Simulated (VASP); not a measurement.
# Ti2O (P1) in VASP: single point with r2SCAN

Aim: the single point of Ti2O with r2SCAN.

Program: VASP 6.6.1. These are calculated values, not measurements. Logs are shortened: lines on timing, memory, paths and dates and some standing lists are left out, and cuts for length are marked.

## 1. The cell of the first run

The typed cell holds 3 atoms: a = 2.958 Å, b = 2.855 Å, c = 4.762 Å, α = 89.69°, β = 89.91°, γ = 116.72°.

## 2. Single point, r2SCAN (atoms moved at random and the cell strained at random)

File POSCAR:

```
Ti2O
1.0
    2.9559883559      0.1129196930      0.0021834051
   -1.3802028552      2.4993225891      0.0077681201
    0.0035612923      0.0166865937      4.7622219084
Ti O
2 1
Direct
    0.6661172544      0.3253000750      0.2685585866
    0.3434369573      0.6751441241      0.7319460973
   -0.0095542117     -0.0004441991     -0.0005046839
```

File INCAR.step1:

```
  PREC = Accurate
  ENCUT = 520
  ISMEAR = 0
  SIGMA = 0.15
  LREAL = F
  LASPH = T
  NELM = 100
  NBANDS = 22
  GGA = PE
  ALGO = Normal
  EDIFF = 1E-4
  LWAVE = T
  LCHARG = F
```

File INCAR.step2:

```
  PREC = Accurate
  ENCUT = 520
  EDIFF = 1E-6
  ISMEAR = 0
  SIGMA = 0.15
  LREAL = F
  LASPH = T
  NELM = 100
  ALGO = Normal
  ISIF = 2
  LWAVE = F
  LCHARG = T
  METAGGA = R2SCAN
  LMIXTAU = T
  LELF = T
  LVHAR = T
  NBANDS = 22
  ISTART = 1
```

File KPOINTS:

```
Automatic mesh
0
Gamma
  12 12 8
```

Potentials or basis: VASP PAW PBE potentials, release 64 (Ti_sv, O).

The run is started by

```console
$ cat potpaw_PBE.64/Ti_sv/POTCAR potpaw_PBE.64/O/POTCAR > POTCAR
$ cp INCAR.step1 INCAR
$ mpirun -np 1 vasp_std > vasp.out
$ cp INCAR.step2 INCAR
$ mpirun -np 1 vasp_std > vasp.out
```

OUTCAR:

```text
PREC = Accurate
   ENCUT = 520
   EDIFF = 1E-6
   ISMEAR = 0
   LREAL = F
   LASPH = T
   NELM = 100
   ISIF = 2
   METAGGA = R2SCAN
   ISTART = 1

 ion  position               nearest neighbor table
   1  0.666  0.325  0.269-   3 2.06   3 2.14   3 2.20   2 2.75   2 2.77   2 2.85
   2  0.343  0.675  0.732-   3 2.11   3 2.14   3 2.14   1 2.75   1 2.77   1 2.85
   3  0.990  1.000  0.999-   1 2.06   2 2.11   2 2.14   1 2.14   2 2.14   1 2.20

  LATTYP: Found a triclinic cell.
 ALAT       =     3.0507390445
 B/A-ratio  =     0.9696487036
 C/A-ratio  =     1.5610160046
 COS(alpha) =     0.0016191198
 COS(beta)  =     0.0066485435
 COS(gamma) =     0.5488373909

  Lattice vectors:

 A1 = (  -1.5757855007,  -2.6122422821,  -0.0099515252)
 A2 = (  -2.9559883559,  -0.1129196930,  -0.0021834051)
 A3 = (  -0.0035612923,  -0.0166865937,  -4.7622219084)

Analysis of symmetry for initial positions (statically):
=====================================================================
 Subroutine PRICEL returns:
 Original cell was already a primitive cell.

 Routine SETGRP: Setting up the symmetry group for a
 triclinic supercell.

 Subroutine GETGRP returns: Found  1 space group operations
 (whereof  1 operations were pure point group operations)
 out of a pool of  2 trial point group operations.

The static configuration has the point symmetry C_1 .

Analysis of symmetry for dynamics (positions and initial velocities):
=====================================================================
 Subroutine PRICEL returns:
 Original cell was already a primitive cell.

 Routine SETGRP: Setting up the symmetry group for a
 triclinic supercell.

 Subroutine GETGRP returns: Found  1 space group operations
 (whereof  1 operations were pure point group operations)
 out of a pool of  2 trial point group operations.

The dynamic configuration has the point symmetry C_1 .

 Subroutine INISYM returns: Found  1 space group operations
 (whereof  1 operations are pure point group operations),
 and found     1 'primitive' translations

----------------------------------------------------------------------------------------

                                     Primitive cell
[... 87 lines left out ...]
   ISPIN  =      1    spin polarized calculation?
   LNONCOLLINEAR =      F non collinear calculations
   LSORBIT =      F    spin-orbit coupling
   LASPH  =      T    aspherical Exc in radial PAW
   ENCUT  =  520.0 eV  38.22 Ry    6.18 a.u.   5.50  5.31  8.85*2*pi/ulx,y,z
   NELM   =    100;   NELMIN=  2; NELMDL=  0     # of ELM steps
   EDIFF  = 0.1E-05   stopping-criterion for ELM
   LREAL  =      F    real-space projection
   EDIFFG = 0.1E-04   stopping-criterion for IOM
   NSW    =      0    number of steps for IOM
   IBRION =     -1    ionic relax: 0-MD 1-quasi-New 2-CG
   NFREE  =      0    steps in history (QN), initial steepest desc. (CG)
   ISIF   =      2    stress and relaxation
   ISYM   =      2    0-nonsym 1-usesym 2-fastsym
   POTIM  = 0.5000    time-step for ionic-motion
   TEBEG  =    0.0;   TEEND  =   0.0 temperature during run
   PSTRESS=    0.0 pullay stress
   NELECT =      30.0000    total number of electrons
   NUPDOWN=      -1.0000    fix difference up-down
   EMIN   =  10.00;   EMAX   =-10.00  energy-range for DOS
   EFERMI =   0.00;   METHOD = LEGACY
   ISMEAR =     0;   SIGMA  =   0.15  broadening in eV -4-tet -1-fermi 0-gaus
   EFERMI_NEDOS =   21; number of points for ismear=-14 and -15
   IALGO  =     38    algorithm
   IMIX   =      4    mixing-type and parameters
     AMIX     =   0.40;   BMIX     =  1.00
     AMIX_MAG =   1.60;   BMIX_MAG =  1.00
  volume/ion in A,a.u.               =      11.97        80.81
  Fermi-wavevector in a.u.,A,eV,Ry     =   1.541642  2.913280 32.336404  2.376659
  Thomas-Fermi vector in A             =   2.647559
   LORBIT       =      0    0 simple, 1 ext, 2 COOP (PROOUT), +10 PAW based schemes
   METAGGA = R2SCAN    functional components
   LHFCALC =     F    Hartree Fock is set to
   AEXX    =    0.0000 exact exchange contribution
   IVDW    =     0    specifies the selected vdW correction
   LEPSILON=     F    determine dielectric tensor
   LRPA    =     F    only Hartree local field effects (RPA)
 non-spin polarized calculation
 Gauss-broadening in eV      SIGMA  =   0.15
  energy-cutoff  :      520.00
  volume of cell :       35.92
 maximum number of plane-waves:       985
 NGX is ok and might be reduce to    24
   NGX = 11   NGY = 11   NGZ = 17

 number of electron      30.0000002 magnetization

 Free energy of the ion-electron system (eV)
  ---------------------------------------------------
  ext. energy  EPLUGINS =         0.00000000
  ---------------------------------------------------
  free energy    TOTEN  =       -37.75403130 eV

  energy without entropy =      -37.74373494  energy(sigma->0) =      -37.74888312

 E-fermi :  10.1743     XC(G=0): -13.2102

 val. band max:       10.1620957833   @ k =   0.0000   0.0833   0.2500
 cond. band min:      10.1748485401   @ k =   0.1667   0.0000   0.1250
 fundamental gap:      0.0127527569
 Fermi energy:        10.1743098634

 k-point     1 :       0.0000    0.0000    0.0000
  band No.  band energies     occupation
      1     -49.4405      2.00000
      2     -49.2995      2.00000
      3     -25.0982      2.00000
      4     -24.4164      2.00000
      5     -24.3394      2.00000
      6     -24.3363      2.00000
[... 589 lines left out ...]
     21      13.4750      0.00000
     22      14.0668      0.00000

 [... further k-points ...]

------------------------ aborting loop because EDIFF is reached ----------------------------------------

  FORCE on cell =-STRESS in cart. coord.  units (eV):
  Direction    XX          YY          ZZ          XY          YZ          ZX
  --------------------------------------------------------------------------------------
  -------------------------------------------------------------------------------------
  Total        0.5796530      0.9732766      1.2360084     -2.3912807     -0.1021402     -0.7525148
  in kB       25.8513461     43.4061535     55.1234578   -106.6462531     -4.5552465    -33.5606303
  external PRESSURE =      41.4603191 kB  Pullay stress =       0.0000000 kB

 VOLUME and BASIS-vectors are now :
 -----------------------------------------------------------------------------
  energy-cutoff  :      520.00
  volume of cell :       35.92
      direct lattice vectors                 reciprocal lattice vectors
     2.955988356  0.112919693  0.002183405     0.331307809  0.182961131 -0.000888846
    -1.380202855  2.499322589  0.007768120    -0.014967675  0.391847037 -0.001361820
     0.003561292  0.016686594  4.762221908    -0.000127484 -0.000723064  0.209988644

 POSITION                                       TOTAL-FORCE (eV/Angst)
 -----------------------------------------------------------------------------------
      1.52101      0.89273      1.28292        -0.100840      0.130612      0.171922
      0.08597      1.73840      3.49168        -0.296415     -0.088570     -0.132360
      1.55172      2.62673      4.76975         0.397255     -0.042042     -0.039562
 -----------------------------------------------------------------------------------
    total drift:                               -0.001057      0.000358     -0.000240

  FREE ENERGIE OF THE ION-ELECTRON SYSTEM (eV)
  ---------------------------------------------------
  free  energy   TOTEN  =       -37.7540312971 eV

  energy  without entropy=      -37.7437349395  energy(sigma->0) =      -37.74888312
```

OUTCAR.step1:

```text
PREC = Accurate
   ENCUT = 520
   ISMEAR = 0
   LREAL = F
[... 831 lines left out ...]
      1.52101      0.89273      1.28292        -0.107715      0.116207      0.024059
      0.08597      1.73840      3.49168        -0.273900     -0.075372      0.015167
      1.55172      2.62673      4.76975         0.381615     -0.040835     -0.039226
 -----------------------------------------------------------------------------------
    total drift:                                0.000081      0.000048     -0.004077

  FREE ENERGIE OF THE ION-ELECTRON SYSTEM (eV)
  ---------------------------------------------------
  free  energy   TOTEN  =       -25.9474458645 eV

  energy  without entropy=      -25.9360299176  energy(sigma->0) =      -25.94173789
```

OSZICAR.step1:

```text
N       E                     dE             d eps       ncg     rms          rms(c)
DAV:   1     0.347562328363E+03    0.34756E+03   -0.15277E+04 25560   0.172E+03
DAV:   2     0.122219259477E+02   -0.33534E+03   -0.32049E+03 26822   0.483E+02
DAV:   3    -0.270997797662E+02   -0.39322E+02   -0.38411E+02 39774   0.146E+02
DAV:   4    -0.300950399774E+02   -0.29953E+01   -0.29765E+01 34078   0.362E+01
DAV:   5    -0.302110394679E+02   -0.11600E+00   -0.11599E+00 33978   0.616E+00    0.173E+01
DAV:   6    -0.261309404644E+02    0.40801E+01   -0.21920E+01 33848   0.453E+01    0.541E+00
DAV:   7    -0.259524280738E+02    0.17851E+00   -0.18776E+00 35912   0.107E+01    0.328E+00
DAV:   8    -0.259433520034E+02    0.90761E-02   -0.22164E-01 33544   0.413E+00    0.102E+00
DAV:   9    -0.259473146639E+02   -0.39627E-02   -0.47834E-02 36802   0.249E+00    0.598E-01
DAV:  10    -0.259474928513E+02   -0.17819E-03   -0.19990E-02 35744   0.231E+00    0.402E-01
DAV:  11    -0.259474496473E+02    0.43204E-04   -0.71199E-03 36306   0.121E+00    0.557E-02
DAV:  12    -0.259474458645E+02    0.37828E-05   -0.99383E-04 30620   0.353E-01
   1 F= -.25947446E+02 E0= -.25941738E+02  d E =-.114159E-01
```

It took 11 min on 1 thread of Intel Xeon 6975P-C (Granite Rapids), shared host; peak memory 0.48 GiB.

What came out:

```
Free energy            : -37.7540 eV
Pressure               : 4.1 GPa
Largest force          : 0.401 eV/Å
Band gap on the k mesh : zero (bands 15 and 16 overlap by 0.82 eV)
```

Forces on the atoms (eV/Å):
```
Ti  -0.101  0.131  0.172
Ti  -0.296 -0.089 -0.132
O    0.397 -0.042 -0.040
```

Stress tensor (GPa, compression positive):
```
  2.59 -10.66  -3.36
-10.66   4.34  -0.46
 -3.36  -0.46   5.51
```

Caveat: the cell differs from its parent crystal (atoms moved at random and the cell strained at random); the cell stands under pressure; the PAW data sets were made with another functional, which shifts forces and pressure a little.
